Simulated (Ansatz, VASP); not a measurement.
**Cr in VASP and in Ansatz**

Contents of INCAR:

```
PREC = Accurate ; ENCUT = 520
EDIFF = 1E-6 ; ISMEAR = -1
SIGMA = 0.05 ; LREAL = False
LASPH = True ; NELM = 150
ALGO = Normal ; ISIF = 2
LWAVE = False ; LCHARG = False
ISPIN = 2 ; MAGMOM = 2
LORBIT = 11 ; LMAXMIX = 4
LDIPOL = True ; IDIPOL = 3
DIPOL = 0.5 0.5 0.500 ; GGA = PE
NBANDS = 16
```

KPOINTS

```
Automatic mesh
0
Gamma
  14 14 1
```

File POSCAR:

```
Cr
1.0
    2.4668230341      0.0000000000      0.0000000000
   -0.8222743447      2.3257430606      0.0000000000
    0.0000000000      0.0000000000     16.0000000000
Cr
1
Direct
    0.0000000000      0.0000000000      0.5000000000
```

Input for Ansatz:

```yaml
crystal:
  lattice:
    - [2.4668230341, 0.0, 0.0]
    - [-0.8222743447, 2.3257430606, 0.0]
    - [0.0, 0.0, 16.0]
  atoms:
    - { symbol: Cr, position: [0.0, 0.0, 0.5], spin: 2.0 }
magnetization:
  spin_polarized: true
kpoints:
  mp_grid: { grid: [14, 14, 1] }
scf:
  occupations: { method: fermi_dirac, width: 0.05 }
hamiltonian:
  xc: pbe
  pseudopotentials: { kind: all_electron, lapw: { basis_error: 0.001 } }
output:
  forces: true
  stress: true
  eigenvalues: true
  populations: true
  dos: { projected: true, de: 0.2, e_range: [-14, 8] }
efield:
  axis: 3
  amplitude: 0
  dipole_correction: true
```

Alike in both runs: task single point; functional PBE; k mesh 14 × 14 × 1; occupations fermi-dirac, width 0.05 eV; collinear spin.

```csv
,VASP,Ansatz
version,VASP 6.6.1,Ansatz 0.2.0
potentials or method,"VASP PAW PBE potentials, release 64 (Cr_pv), cutoff 520 eV","all-electron LAPW, scalar-relativistic"
```

|  | VASP | Ansatz | Ansatz less VASP |
| --- | --- | --- | --- |
| net moment per atom (μB) | 1.19 | 1.20 | +0.005 |
| size of the moment on the site where the two differ most (μB) | 1.01 | 0.99 | -0.016 |

Site moments also hang on the region over which each program counts them. Ansatz ran all-electron here, and VASP with PAW potentials.
